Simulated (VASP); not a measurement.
# CsSnI3 (Pm-3m) in VASP: a series of runs

The runs below take CsSnI3 through single point, relaxation of cell and atoms, with RPBE, LDA, PBEsol.

Program: VASP 6.6.1. These are calculated values, not measurements. Logs are shortened: lines on timing, memory, paths and dates and some standing lists are left out, and cuts for length are marked.

## Step 1: The cell of the first run

The structure is cubic, space group Pm-3m (No. 221). The conventional cell has a = 6.421 Å, b = 6.421 Å, c = 6.421 Å, α = 90.00°, β = 90.00°, γ = 90.00°. I (site symmetry 4/mmm) has 2 Sn at 3.21 Å within 4.2 Å. Sn (site symmetry m-3m) has 6 I at 3.21 Å within 4.2 Å.

## Step 2: Single point, RPBE

Input file INCAR:

```
SYSTEM = CsSnI3
PREC = Accurate ; ENCUT = 520
EDIFF = 1E-7 ; ISMEAR = -1
SIGMA = 0.05 ; LREAL = .False.
LASPH = .True. ; NELM = 80
ALGO = Normal ; ISIF = 2
LWAVE = .False. ; LCHARG = .False.
GGA = RP ; NBANDS = 30
```

Input file KPOINTS:

```
regular mesh
0
Gamma
  5 5 5
  0 0 0
```

Input file POSCAR:

```
CsSnI3
1.0
    6.4214599499      0.0000000000      0.0000000000
    0.0000000000      6.4214599499      0.0000000000
    0.0000000000      0.0000000000      6.4214599499
Cs I Sn
1 3 1
Direct
    0.0000000000      0.0000000000      0.0000000000
    0.5000000000      0.5000000000      0.0000000000
    0.5000000000      0.0000000000      0.5000000000
    0.0000000000      0.5000000000      0.5000000000
    0.5000000000      0.5000000000      0.5000000000
```

Potentials or basis: VASP PAW PBE potentials, release 64 (Cs_sv, I, Sn_d).

Launch:

```bash
> cat potpaw_PBE.64/Cs_sv/POTCAR potpaw_PBE.64/I/POTCAR potpaw_PBE.64/Sn_d/POTCAR > POTCAR
> mpirun -np 1 vasp_std > vasp.out
```

OUTCAR:

```text
SYSTEM = CsSnI3
   PREC = Accurate
   ENCUT = 520
   EDIFF = 1E-7
   ISMEAR = -1
   LREAL = .False.
   LASPH = .True.
   NELM = 80
   ISIF = 2
   GGA = RP

 ion  position               nearest neighbor table
   1  0.000  0.000  0.000-
   2  0.500  0.500  0.000-   5 3.21   5 3.21
   3  0.500  0.000  0.500-   5 3.21   5 3.21
   4  0.000  0.500  0.500-   5 3.21   5 3.21
   5  0.500  0.500  0.500-   2 3.21   3 3.21   4 3.21   2 3.21   3 3.21   4 3.21

  LATTYP: Found a simple cubic cell.
 ALAT       =     6.4214599499

  Lattice vectors:

 A1 = (   6.4214599499,   0.0000000000,   0.0000000000)
 A2 = (   0.0000000000,   6.4214599499,   0.0000000000)
 A3 = (   0.0000000000,   0.0000000000,   6.4214599499)

Analysis of symmetry for initial positions (statically):
=====================================================================
 Subroutine PRICEL returns:
 Original cell was already a primitive cell.

 Routine SETGRP: Setting up the symmetry group for a
 simple cubic supercell.

 Subroutine GETGRP returns: Found 48 space group operations
 (whereof 48 operations were pure point group operations)
 out of a pool of 48 trial point group operations.

The static configuration has the point symmetry O_h .

Analysis of symmetry for dynamics (positions and initial velocities):
=====================================================================
 Subroutine PRICEL returns:
 Original cell was already a primitive cell.

 Routine SETGRP: Setting up the symmetry group for a
 simple cubic supercell.

 Subroutine GETGRP returns: Found 48 space group operations
 (whereof 48 operations were pure point group operations)
 out of a pool of 48 trial point group operations.

The dynamic configuration has the point symmetry O_h .

 Subroutine INISYM returns: Found 48 space group operations
 (whereof 48 operations are pure point group operations),
 and found     1 'primitive' translations

----------------------------------------------------------------------------------------

                                     Primitive cell

  volume of cell :     264.7899

  direct lattice vectors                    reciprocal lattice vectors
     6.421459950  0.000000000  0.000000000     0.155727826  0.000000000  0.000000000
     0.000000000  6.421459950  0.000000000     0.000000000  0.155727826  0.000000000
     0.000000000  0.000000000  6.421459950     0.000000000  0.000000000  0.155727826

  length of vectors
     6.421459950  6.421459950  6.421459950     0.155727826  0.155727826  0.155727826

  position of ions in fractional coordinates (direct lattice)
     0.000000000  0.000000000  0.000000000
     0.500000000  0.500000000  0.000000000
     0.500000000  0.000000000  0.500000000
     0.000000000  0.500000000  0.500000000
     0.500000000  0.500000000  0.500000000

  ion indices of the primitive-cell ions
   primitive index   ion index
                 1           1
                 2           2
                 3           3
                 4           4
                 5           5

----------------------------------------------------------------------------------------

 KPOINTS: regular mesh

Automatic generation of k-mesh.
 Grid dimensions read from file:
 generate k-points for:    5    5    5

 Generating k-lattice:

  Cartesian coordinates                     Fractional coordinates (reciprocal lattice)
     0.031145565  0.000000000  0.000000000     0.200000000  0.000000000  0.000000000
     0.000000000  0.031145565  0.000000000     0.000000000  0.200000000  0.000000000
     0.000000000  0.000000000  0.031145565     0.000000000  0.000000000  0.200000000

  Length of vectors
     0.031145565  0.031145565  0.031145565

  Shift w.r.t. Gamma in fractional coordinates (k-lattice)
     0.000000000  0.000000000  0.000000000

 Subroutine IBZKPT returns following result:
 ===========================================

 Found     10 irreducible k-points:

 Following reciprocal coordinates:
            Coordinates               Weight
  0.000000  0.000000  0.000000      1.000000
  0.200000  0.000000  0.000000      6.000000
  0.400000  0.000000  0.000000      6.000000
  0.200000  0.200000  0.000000     12.000000
  0.400000  0.200000  0.000000     24.000000
  0.400000  0.400000  0.000000     12.000000
  0.200000  0.200000  0.200000      8.000000
  0.400000  0.200000  0.200000     24.000000
  0.400000  0.400000  0.200000     24.000000
  0.400000  0.400000  0.400000      8.000000
   k-points           NKPTS =     10   k-points in BZ     NKDIM =     10   number of bands    NBANDS=     30
   number of dos      NEDOS =    301   number of ions     NIONS =      5
   total plane-waves  NPLWV = 110592
   dimension x,y,z NGX =    48 NGY =   48 NGZ =   48
   dimension x,y,z NGXF=    96 NGYF=   96 NGZF=   96
   ions per type =               1   3   1
   NGX,Y,Z   is equivalent  to a cutoff of  12.43, 12.43, 12.43 a.u.
   NGXF,Y,Z  is equivalent  to a cutoff of  24.85, 24.85, 24.85 a.u.
 SYSTEM =  CsSnI3
   PREC   = accura    normal or accurate (medium, high low for compatibility)
   ISTART =      0    job   : 0-new  1-cont  2-samecut
   ICHARG =      2    charge: 1-file 2-atom 10-const
   ISPIN  =      1    spin polarized calculation?
   LNONCOLLINEAR =      F non collinear calculations
   LSORBIT =      F    spin-orbit coupling
   LASPH  =      T    aspherical Exc in radial PAW
   ENCUT  =  520.0 eV  38.22 Ry    6.18 a.u.  11.94 11.94 11.94*2*pi/ulx,y,z
   NELM   =     80;   NELMIN=  2; NELMDL= -5     # of ELM steps
   EDIFF  = 0.1E-06   stopping-criterion for ELM
   LREAL  =      F    real-space projection
   EDIFFG = 0.1E-05   stopping-criterion for IOM
   NSW    =      0    number of steps for IOM
   IBRION =     -1    ionic relax: 0-MD 1-quasi-New 2-CG
   NFREE  =      0    steps in history (QN), initial steepest desc. (CG)
   ISIF   =      2    stress and relaxation
   ISYM   =      2    0-nonsym 1-usesym 2-fastsym
   POTIM  = 0.5000    time-step for ionic-motion
   TEBEG  =    0.0;   TEEND  =   0.0 temperature during run
   PSTRESS=    0.0 pullay stress
   NELECT =      44.0000    total number of electrons
   NUPDOWN=      -1.0000    fix difference up-down
   EMIN   =  10.00;   EMAX   =-10.00  energy-range for DOS
   EFERMI =   0.00;   METHOD = LEGACY
   ISMEAR =    -1;   SIGMA  =   0.05  broadening in eV -4-tet -1-fermi 0-gaus
   EFERMI_NEDOS =   21; number of points for ismear=-14 and -15
   IALGO  =     38    algorithm
   IMIX   =      4    mixing-type and parameters
     AMIX     =   0.40;   BMIX     =  1.00
     AMIX_MAG =   1.60;   BMIX_MAG =  1.00
  volume/ion in A,a.u.               =      52.96       357.38
  Fermi-wavevector in a.u.,A,eV,Ry     =   0.900033  1.700816 11.021536  0.810060
  Thomas-Fermi vector in A             =   2.022941
   LORBIT       =      0    0 simple, 1 ext, 2 COOP (PROOUT), +10 PAW based schemes
   GGA     = RP    functional components
   LHFCALC =     F    Hartree Fock is set to
   AEXX    =    0.0000 exact exchange contribution
   IVDW    =     0    specifies the selected vdW correction
   LEPSILON=     F    determine dielectric tensor
   LRPA    =     F    only Hartree local field effects (RPA)
 non-spin polarized calculation
  energy-cutoff  :      520.00
  volume of cell :      264.79
 maximum number of plane-waves:      7153
 NGX is ok and might be reduce to    48
   NGX = 23   NGY = 23   NGZ = 23

 number of electron      44.0000025 magnetization

 Free energy of the ion-electron system (eV)
  ---------------------------------------------------
  ext. energy  EPLUGINS =         0.00000000
  ---------------------------------------------------
  free energy    TOTEN  =       -13.00470553 eV

  energy without entropy =      -13.00470553  energy(sigma->0) =      -13.00470553

 E-fermi :   2.0919     XC(G=0):  -6.8441

 val. band max:        1.1782418682   @ k =   0.4000   0.4000   0.4000
 cond. band min:       3.0440980355   @ k =   0.4000   0.4000   0.4000
 fundamental gap:      1.8658561673
 Fermi energy:         2.0918693198

 k-point     1 :       0.0000    0.0000    0.0000
  band No.  band energies     occupation
      1     -20.1822      2.00000
      2     -20.0616      2.00000
      3     -20.0616      2.00000
      4     -20.0556      2.00000
      5     -20.0556      2.00000
      6     -20.0556      2.00000
[... 22 lines left out ...]
     29       6.3845      0.00000
     30       6.3845      0.00000

 k-point     2 :       0.2000    0.0000    0.0000
  band No.  band energies     occupation
      1     -20.1821      2.00000
      2     -20.0616      2.00000
      3     -20.0613      2.00000
      4     -20.0556      2.00000
      5     -20.0556      2.00000
      6     -20.0556      2.00000
[... 22 lines left out ...]
     29       6.1572      0.00000
     30       6.5231      0.00000

 k-point     3 :       0.4000    0.0000    0.0000
  band No.  band energies     occupation
      1     -20.1820      2.00000
      2     -20.0616      2.00000
      3     -20.0609      2.00000
      4     -20.0557      2.00000
      5     -20.0557      2.00000
      6     -20.0556      2.00000
[... 22 lines left out ...]
     29       6.5565      0.00000
     30       7.0854      0.00000

 k-point     4 :       0.2000    0.2000    0.0000
  band No.  band energies     occupation
      1     -20.1821      2.00000
      2     -20.0614      2.00000
      3     -20.0612      2.00000
      4     -20.0556      2.00000
      5     -20.0556      2.00000
      6     -20.0556      2.00000
[... 154 lines left out ...]
     29       7.0851      0.00000
     30       7.2470      0.00000

 k-point     9 :       0.4000    0.4000    0.2000
  band No.  band energies     occupation
      1     -20.1818      2.00000
      2     -20.0610      2.00000
      3     -20.0606      2.00000
      4     -20.0557      2.00000
      5     -20.0557      2.00000
      6     -20.0557      2.00000
[... 22 lines left out ...]
     29       6.8388      0.00000
     30       7.2140      0.00000

 k-point    10 :       0.4000    0.4000    0.4000
  band No.  band energies     occupation
      1     -20.1817      2.00000
      2     -20.0606      2.00000
      3     -20.0606      2.00000
      4     -20.0557      2.00000
      5     -20.0557      2.00000
      6     -20.0557      2.00000
[... 22 lines left out ...]
     29       6.5598      0.00000
     30       7.4198      0.00000

------------------------ aborting loop because EDIFF is reached ----------------------------------------

  FORCE on cell =-STRESS in cart. coord.  units (eV):
  Direction    XX          YY          ZZ          XY          YZ          ZX
  --------------------------------------------------------------------------------------
  -------------------------------------------------------------------------------------
  Total       -0.0293615     -0.0293615     -0.0293615     -0.0000000     -0.0000000      0.0000000
  in kB       -0.1776589     -0.1776589     -0.1776589     -0.0000000     -0.0000000      0.0000000
  external PRESSURE =      -0.1776589 kB  Pullay stress =       0.0000000 kB

 VOLUME and BASIS-vectors are now :
 -----------------------------------------------------------------------------
  energy-cutoff  :      520.00
  volume of cell :      264.79
      direct lattice vectors                 reciprocal lattice vectors
     6.421459950  0.000000000  0.000000000     0.155727826  0.000000000  0.000000000
     0.000000000  6.421459950  0.000000000     0.000000000  0.155727826  0.000000000
     0.000000000  0.000000000  6.421459950     0.000000000  0.000000000  0.155727826

 POSITION                                       TOTAL-FORCE (eV/Angst)
 -----------------------------------------------------------------------------------
      0.00000      0.00000      0.00000         0.000000      0.000000      0.000000
      3.21073      3.21073      0.00000         0.000000      0.000000      0.000000
      3.21073      0.00000      3.21073         0.000000      0.000000      0.000000
      0.00000      3.21073      3.21073         0.000000      0.000000      0.000000
      3.21073      3.21073      3.21073         0.000000      0.000000      0.000000
 -----------------------------------------------------------------------------------
    total drift:                                0.000000     -0.000000     -0.000000

  FREE ENERGIE OF THE ION-ELECTRON SYSTEM (eV)
  ---------------------------------------------------
  free  energy   TOTEN  =       -13.0047055335 eV

  energy  without entropy=      -13.0047055306  energy(sigma->0) =      -13.00470553
```

Run time: 41 s. Hardware: 1 thread of Intel Xeon 6975P-C (Granite Rapids), shared host; peak memory 0.36 GiB.

What came out:

| Property | Result |
| --- | --- |
| Free energy | -13.0047 eV |
| Pressure | 0.0 GPa |
| Band gap on the k mesh | 1.87 eV |

Caveat: the PAW data sets were made with another functional, which shifts forces and pressure a little; spin-orbit coupling is left out, which moves the levels of the heavy elements; an odd mesh through Γ misses points on the zone boundary, where band edges can lie.

(Part 1 of 3 ends here.)
